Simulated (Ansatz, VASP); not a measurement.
## One calculation of CdS, two programs

The input INCAR:

```
SYSTEM = CdS
ALGO = Normal
EDIFF = 1E-6
ENCUT = 520
GGA = PE
GGA_COMPAT = .FALSE.
ISIF = 2
ISMEAR = -1
LASPH = .TRUE.
LCHARG = .FALSE.
LORBIT = 11
LORBMOM = .TRUE.
LREAL = .FALSE.
LSORBIT = .TRUE.
LWAVE = .FALSE.
MAGMOM = 0 0 0 0 0 0 0 0 0 0 0 0
NBANDS = 50
NELM = 150
PREC = Accurate
SIGMA = 0.02
```

File KPOINTS:

```
k-points
0
G
  12 12 4
  0 0 0
```

Contents of POSCAR:

```
CdS
1.0
    3.8410415901      0.0000000000      0.0000000000
   -1.9205207951      3.3264395940      0.0000000000
    0.0000000000      0.0000000000      6.4452706107
Cd S
2 2
Direct
    0.0000000000      0.0000000000      0.0000000000
    0.0000000000      0.0000000000      0.5000000000
    0.3333333333      0.6666666667      0.2500000000
    0.6666666667      0.3333333333      0.7500000000
```

Input for Ansatz:

```yaml
crystal:
  lattice:
    - [3.8410415901, 0.0, 0.0]
    - [-1.9205207951, 3.326439594, 0.0]
    - [0.0, 0.0, 6.4452706107]
  atoms:
    - { symbol: Cd, position: [0.0, 0.0, 0.0] }
    - { symbol: Cd, position: [0.0, 0.0, 0.5] }
    - { symbol: S, position: [0.3333333333, 0.6666666667, 0.25] }
    - { symbol: S, position: [0.6666666667, 0.3333333333, 0.75] }
kpoints:
  mp_grid: { grid: [12, 12, 4] }
  band_path:
    path:
      - [0.0, 0.0, 0.0]
      - [0.5, 0.0, 0.0]
      - [0.3333333333, 0.3333333333, 0.0]
      - [0.0, 0.0, 0.5]
      - [0.5, 0.0, 0.5]
      - [0.3333333333, 0.3333333333, 0.5]
    npoints: 1
hamiltonian:
  xc: pbe
scf:
  occupations: { method: fermi_dirac, width: 0.02 }
  n_extra_bands: 10
magnetization:
  noncollinear: true
  spin_orbit: true
output:
  forces: true
  stress: true
  eigenvalues: true
```

Alike in both runs: task single point; functional PBE; k mesh 12 × 12 × 4; occupations fermi-dirac, width 0.02 eV; non-collinear spin, spin-orbit coupling.

```csv
,VASP,Ansatz
version,VASP 6.6.1,Ansatz 0.2.0
potentials or method,"VASP PAW PBE potentials, release 64 (Cd, S)","plane waves, PAW"
plane-wave cutoff (eV),520,420
valence electrons in the cell,36,52
```

VASP gave:

| Property | Result |
| --- | --- |
| pressure (GPa) | 2.1 |
| traceless stress, the component that is largest in VASP (GPa) | -0.08 |
| net moment per atom (μB) | 0.00 |

Q: Which values does Ansatz return?

A: Pressure (GPa): 1.7; traceless stress, the component that is largest in VASP (GPa): -0.10; net moment per atom (μB): 0.00.

VASP's potentials hold 36 valence electrons a cell and Ansatz's 52, so a difference there can come from the potentials and not from the codes.
